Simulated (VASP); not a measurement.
# BiClO (P4/nmm) in VASP: single point with LDA

Aim: the single point of BiClO with LDA.

Program: VASP 6.6.1. These are calculated values, not measurements. Logs are shortened: lines on timing, memory, paths and dates and some standing lists are left out, and cuts for length are marked.

## 1. The cell of the first run

It takes space group P4/nmm (No. 129, tetragonal). Conventional cell: a = 3.851 Å, b = 3.851 Å, c = 7.169 Å, α = 90.00°, β = 90.00°, γ = 90.00°. Within 3.1 Å of Bi (site symmetry 4mm) lie 4 O at 2.30 Å and 4 Cl at 3.01 Å. Cl (site symmetry 4mm) has 6 Bi at 3.01 to 3.80 Å and 4 O at 3.19 Å and 8 Cl at 3.42 to 3.85 Å within 4.0 Å. O (site symmetry -4m2) has 4 Bi at 2.30 Å and 4 O at 2.72 Å within 3.0 Å.

## 2. Single point, LDA

Contents of INCAR:

```
SYSTEM = BiClO
ALGO = Normal
EDIFF = 1E-6
ENCUT = 910
GGA = CA
GGA_COMPAT = .FALSE.
ISIF = 2
ISMEAR = 0
LASPH = .TRUE.
LCHARG = .FALSE.
LREAL = .FALSE.
LWAVE = .FALSE.
NBANDS = 37
NELM = 120
PREC = Accurate
SIGMA = 0.02
```

Contents of KPOINTS:

```
k-points
0
G
  6 6 4
  0 0 0
```

Contents of POSCAR:

```
BiClO
1.0
    3.8507998148      0.0000000000      0.0000000000
    0.0000000000      3.8507998148      0.0000000000
    0.0000000000      0.0000000000      7.1692025700
Bi Cl O
2 2 2
Direct
    0.5000000000      0.0000000000      0.3253243730
    0.0000000000      0.5000000000      0.6746756270
    0.0000000000      0.5000000000      0.1448569113
    0.5000000000      0.0000000000      0.8551430887
    0.0000000000      0.0000000000      0.5000000000
    0.5000000000      0.5000000000      0.5000000000
```

Potentials or basis: VASP PAW LDA potentials, release 64 (Bi_d, Cl, O_h).

On the command line:

```
$ cat potpaw_LDA.64/Bi_d/POTCAR potpaw_LDA.64/Cl/POTCAR potpaw_LDA.64/O_h/POTCAR > POTCAR
$ mpirun -np 1 vasp_std > vasp.out
```

OUTCAR:

```text
SYSTEM = BiClO
   EDIFF = 1E-6
   ENCUT = 910
   GGA = CA
   ISIF = 2
   ISMEAR = 0
   LASPH = .TRUE.
   LREAL = .FALSE.
   NELM = 120
   PREC = Accurate

 ion  position               nearest neighbor table
   1  0.500  0.000  0.325-   5 2.30   6 2.30   6 2.30   5 2.30   3 3.01   3 3.01   3 3.01   3 3.01
                             2 3.70   2 3.70   2 3.70   2 3.70
   2  0.000  0.500  0.675-   5 2.30   6 2.30   5 2.30   6 2.30   4 3.01   4 3.01   4 3.01   4 3.01
                             1 3.70   1 3.70   1 3.70   1 3.70
   3  0.000  0.500  0.145-   1 3.01   1 3.01   1 3.01   1 3.01
   4  0.500  0.000  0.855-   2 3.01   2 3.01   2 3.01   2 3.01
   5  0.000  0.000  0.500-   1 2.30   2 2.30   2 2.30   1 2.30
   6  0.500  0.500  0.500-   1 2.30   2 2.30   1 2.30   2 2.30

  LATTYP: Found a simple tetragonal cell.
 ALAT       =     3.8507998148
 C/A-ratio  =     1.8617437714

  Lattice vectors:

 A1 = (   3.8507998148,   0.0000000000,   0.0000000000)
 A2 = (   0.0000000000,   3.8507998148,   0.0000000000)
 A3 = (   0.0000000000,   0.0000000000,   7.1692025700)

Analysis of symmetry for initial positions (statically):
=====================================================================
 Subroutine PRICEL returns:
 Original cell was already a primitive cell.

 Routine SETGRP: Setting up the symmetry group for a
 simple tetragonal supercell.

 Subroutine GETGRP returns: Found 16 space group operations
 (whereof  8 operations were pure point group operations)
 out of a pool of 16 trial point group operations.

The static configuration has the point symmetry D_2d.
 The point group associated with its full space group is D_4h.

Analysis of symmetry for dynamics (positions and initial velocities):
=====================================================================
 Subroutine PRICEL returns:
 Original cell was already a primitive cell.

 Routine SETGRP: Setting up the symmetry group for a
 simple tetragonal supercell.

 Subroutine GETGRP returns: Found 16 space group operations
 (whereof  8 operations were pure point group operations)
 out of a pool of 16 trial point group operations.

The dynamic configuration has the point symmetry D_2d.
 The point group associated with its full space group is D_4h.

 Subroutine INISYM returns: Found 16 space group operations
 (whereof  8 operations are pure point group operations),
 and found     1 'primitive' translations

----------------------------------------------------------------------------------------

                                     Primitive cell

  volume of cell :     106.3097

  direct lattice vectors                    reciprocal lattice vectors
     3.850799815  0.000000000  0.000000000     0.259686311  0.000000000  0.000000000
     0.000000000  3.850799815  0.000000000     0.000000000  0.259686311  0.000000000
     0.000000000  0.000000000  7.169202570     0.000000000  0.000000000  0.139485527

  length of vectors
     3.850799815  3.850799815  7.169202570     0.259686311  0.259686311  0.139485527

  position of ions in fractional coordinates (direct lattice)
     0.500000000  0.000000000  0.325324373
     0.000000000  0.500000000  0.674675627
     0.000000000  0.500000000  0.144856911
     0.500000000  0.000000000  0.855143089
     0.000000000  0.000000000  0.500000000
     0.500000000  0.500000000  0.500000000

  ion indices of the primitive-cell ions
   primitive index   ion index
                 1           1
                 2           2
                 3           3
                 4           4
                 5           5
                 6           6

----------------------------------------------------------------------------------------

 KPOINTS: k-points

Automatic generation of k-mesh.
 Grid dimensions read from file:
 generate k-points for:    6    6    4

 Generating k-lattice:

  Cartesian coordinates                     Fractional coordinates (reciprocal lattice)
     0.043281052  0.000000000  0.000000000     0.166666667  0.000000000  0.000000000
     0.000000000  0.043281052  0.000000000     0.000000000  0.166666667  0.000000000
     0.000000000  0.000000000  0.034871382     0.000000000  0.000000000  0.250000000

  Length of vectors
     0.043281052  0.043281052  0.034871382

  Shift w.r.t. Gamma in fractional coordinates (k-lattice)
     0.000000000  0.000000000  0.000000000

 Subroutine IBZKPT returns following result:
 ===========================================

 Found     30 irreducible k-points:

 Following reciprocal coordinates:
            Coordinates               Weight
  0.000000  0.000000  0.000000      1.000000
  0.166667  0.000000  0.000000      4.000000
  0.333333  0.000000  0.000000      4.000000
  0.500000  0.000000  0.000000      2.000000
  0.166667  0.166667  0.000000      4.000000
  0.333333  0.166667  0.000000      8.000000
[... 16 lines left out ...]
  0.333333  0.000000  0.500000      4.000000
  0.500000  0.000000  0.500000      2.000000
 [... further k-points ...]
   k-points           NKPTS =     30   k-points in BZ     NKDIM =     30   number of bands    NBANDS=     37
   number of dos      NEDOS =    301   number of ions     NIONS =      6
   total plane-waves  NPLWV = 115200
   dimension x,y,z NGX =    40 NGY =   40 NGZ =   72
   dimension x,y,z NGXF=    80 NGYF=   80 NGZF=  144
   ions per type =               2   2   2
   NGX,Y,Z   is equivalent  to a cutoff of  17.27, 17.27, 16.70 a.u.
   NGXF,Y,Z  is equivalent  to a cutoff of  34.54, 34.54, 33.39 a.u.
 SYSTEM =  BiClO
   PREC   = accura    normal or accurate (medium, high low for compatibility)
   ISTART =      0    job   : 0-new  1-cont  2-samecut
   ICHARG =      2    charge: 1-file 2-atom 10-const
   ISPIN  =      1    spin polarized calculation?
   LNONCOLLINEAR =      F non collinear calculations
   LSORBIT =      F    spin-orbit coupling
   LASPH  =      T    aspherical Exc in radial PAW
   ENCUT  =  910.0 eV  66.88 Ry    8.18 a.u.   9.47  9.47 17.63*2*pi/ulx,y,z
   NELM   =    120;   NELMIN=  2; NELMDL= -5     # of ELM steps
   EDIFF  = 0.1E-05   stopping-criterion for ELM
   LREAL  =      F    real-space projection
   EDIFFG = 0.1E-04   stopping-criterion for IOM
   NSW    =      0    number of steps for IOM
   IBRION =     -1    ionic relax: 0-MD 1-quasi-New 2-CG
   NFREE  =      0    steps in history (QN), initial steepest desc. (CG)
   ISIF   =      2    stress and relaxation
   ISYM   =      2    0-nonsym 1-usesym 2-fastsym
   POTIM  = 0.5000    time-step for ionic-motion
   TEBEG  =    0.0;   TEEND  =   0.0 temperature during run
   PSTRESS=    0.0 pullay stress
   NELECT =      56.0000    total number of electrons
   NUPDOWN=      -1.0000    fix difference up-down
   EMIN   =  10.00;   EMAX   =-10.00  energy-range for DOS
   EFERMI =   0.00;   METHOD = LEGACY
   ISMEAR =     0;   SIGMA  =   0.02  broadening in eV -4-tet -1-fermi 0-gaus
   EFERMI_NEDOS =   21; number of points for ismear=-14 and -15
   IALGO  =     38    algorithm
   IMIX   =      4    mixing-type and parameters
     AMIX     =   0.40;   BMIX     =  1.00
     AMIX_MAG =   1.60;   BMIX_MAG =  1.00
  volume/ion in A,a.u.               =      17.72       119.57
  Fermi-wavevector in a.u.,A,eV,Ry     =   1.322148  2.498497 23.783993  1.748074
  Thomas-Fermi vector in A             =   2.451850
   LORBIT       =      0    0 simple, 1 ext, 2 COOP (PROOUT), +10 PAW based schemes
   GGA     = CA    functional components
   LHFCALC =     F    Hartree Fock is set to
   AEXX    =    0.0000 exact exchange contribution
   IVDW    =     0    specifies the selected vdW correction
   LEPSILON=     F    determine dielectric tensor
   LRPA    =     F    only Hartree local field effects (RPA)
 non-spin polarized calculation
 Gauss-broadening in eV      SIGMA  =   0.02
  energy-cutoff  :      910.00
  volume of cell :      106.31
 maximum number of plane-waves:      6653
 NGX is ok and might be reduce to    40
   NGX = 19   NGY = 19   NGZ = 35

 number of electron      56.0000001 magnetization

 Free energy of the ion-electron system (eV)
  ---------------------------------------------------
  ext. energy  EPLUGINS =         0.00000000
  ---------------------------------------------------
  free energy    TOTEN  =       -33.06842567 eV

  energy without entropy =      -33.06842567  energy(sigma->0) =      -33.06842567

 E-fermi :   5.4326     XC(G=0): -10.9830

 val. band max:        5.2492788689   @ k =   0.3333   0.0000   0.5000
 cond. band min:       7.8175150877   @ k =   0.0000   0.0000   0.5000
 fundamental gap:      2.5682362188
 Fermi energy:         5.4325873135

 k-point     1 :       0.0000    0.0000    0.0000
  band No.  band energies     occupation
      1     -16.5909      2.00000
      2     -16.3650      2.00000
      3     -16.3650      2.00000
      4     -16.3645      2.00000
      5     -16.3467      2.00000
      6     -16.3067      2.00000
[... 29 lines left out ...]
     36      14.3483      0.00000
     37      14.6730      0.00000

 k-point     2 :       0.1667    0.0000    0.0000
  band No.  band energies     occupation
      1     -16.5807      2.00000
      2     -16.3638      2.00000
      3     -16.3622      2.00000
      4     -16.3604      2.00000
      5     -16.3347      2.00000
      6     -16.3224      2.00000
[... 29 lines left out ...]
     36      14.7457      0.00000
     37      14.8728      0.00000

 k-point     3 :       0.3333    0.0000    0.0000
  band No.  band energies     occupation
      1     -16.5573      2.00000
      2     -16.4333      2.00000
      3     -16.3561      2.00000
      4     -16.3555      2.00000
      5     -16.3359      2.00000
      6     -16.3307      2.00000
[... 29 lines left out ...]
     36      14.7656      0.00000
     37      15.2931      0.00000

 k-point     4 :       0.5000    0.0000    0.0000
  band No.  band energies     occupation
      1     -16.5131      2.00000
      2     -16.5131      2.00000
      3     -16.3461      2.00000
      4     -16.3461      2.00000
      5     -16.3444      2.00000
      6     -16.3444      2.00000
[... 29 lines left out ...]
     36      14.8940      0.00000
     37      15.1388      0.00000
[... 683 lines left out ...]
      1     -16.5806      2.00000
      2     -16.3639      2.00000
      3     -16.3618      2.00000
      4     -16.3605      2.00000
      5     -16.3335      2.00000
      6     -16.3226      2.00000
[... 29 lines left out ...]
     36      14.7782      0.00000
     37      16.2126      0.00000

 k-point    23 :       0.3333    0.0000    0.5000
  band No.  band energies     occupation
      1     -16.5573      2.00000
      2     -16.4335      2.00000
      3     -16.3570      2.00000
      4     -16.3555      2.00000
      5     -16.3367      2.00000
      6     -16.3310      2.00000
[... 29 lines left out ...]
     36      15.9470      0.00000
     37      16.0911      0.00000

 k-point    24 :       0.5000    0.0000    0.5000
  band No.  band energies     occupation
      1     -16.5132      2.00000
      2     -16.5132      2.00000
      3     -16.3464      2.00000
      4     -16.3464      2.00000
      5     -16.3454      2.00000
      6     -16.3454      2.00000
[... 29 lines left out ...]
     36      15.4859      0.00000
     37      16.4122      0.00000

 [... further k-points ...]

------------------------ aborting loop because EDIFF is reached ----------------------------------------

  FORCE on cell =-STRESS in cart. coord.  units (eV):
  Direction    XX          YY          ZZ          XY          YZ          ZX
  --------------------------------------------------------------------------------------
  -------------------------------------------------------------------------------------
  Total        0.1423538      0.1423538      0.1151795      0.0000000      0.0000000      0.0000000
  in kB        2.1453929      2.1453929      1.7358529      0.0000000      0.0000000      0.0000000
  external PRESSURE =       2.0088796 kB  Pullay stress =       0.0000000 kB

 VOLUME and BASIS-vectors are now :
 -----------------------------------------------------------------------------
  energy-cutoff  :      910.00
  volume of cell :      106.31
      direct lattice vectors                 reciprocal lattice vectors
     3.850799815  0.000000000  0.000000000     0.259686311  0.000000000  0.000000000
     0.000000000  3.850799815  0.000000000     0.000000000  0.259686311  0.000000000
     0.000000000  0.000000000  7.169202570     0.000000000  0.000000000  0.139485527

 POSITION                                       TOTAL-FORCE (eV/Angst)
 -----------------------------------------------------------------------------------
      1.92540      0.00000      2.33232        -0.000000      0.000000     -0.074445
      0.00000      1.92540      4.83689        -0.000000      0.000000      0.074445
      0.00000      1.92540      1.03851        -0.000000     -0.000000     -0.002828
      1.92540      0.00000      6.13069        -0.000000      0.000000      0.002828
      0.00000      0.00000      3.58460        -0.000000     -0.000000      0.000000
      1.92540      1.92540      3.58460         0.000000      0.000000      0.000000
 -----------------------------------------------------------------------------------
    total drift:                               -0.000000      0.000000      0.000000

  FREE ENERGIE OF THE ION-ELECTRON SYSTEM (eV)
  ---------------------------------------------------
  free  energy   TOTEN  =       -33.0684256718 eV

  energy  without entropy=      -33.0684256718  energy(sigma->0) =      -33.06842567
```

Wall time 2.5 min (1 thread of Intel Xeon 6975P-C (Granite Rapids), shared host); peak memory 0.41 GiB.

What came out:

- Free energy: -33.0684 eV
- Pressure: 0.2 GPa
- Largest force: 0.074 eV/Å
- Band gap on the k mesh: 2.57 eV (least direct gap 2.90 eV)

Forces on the atoms (eV/Å):
```
Bi   0.000  0.000 -0.074
Bi   0.000  0.000  0.074
Cl   0.000  0.000 -0.003
Cl   0.000  0.000  0.003
O    0.000  0.000  0.000
O    0.000  0.000  0.000
```

Caveat: spin-orbit coupling is left out, which moves the levels of the heavy elements.
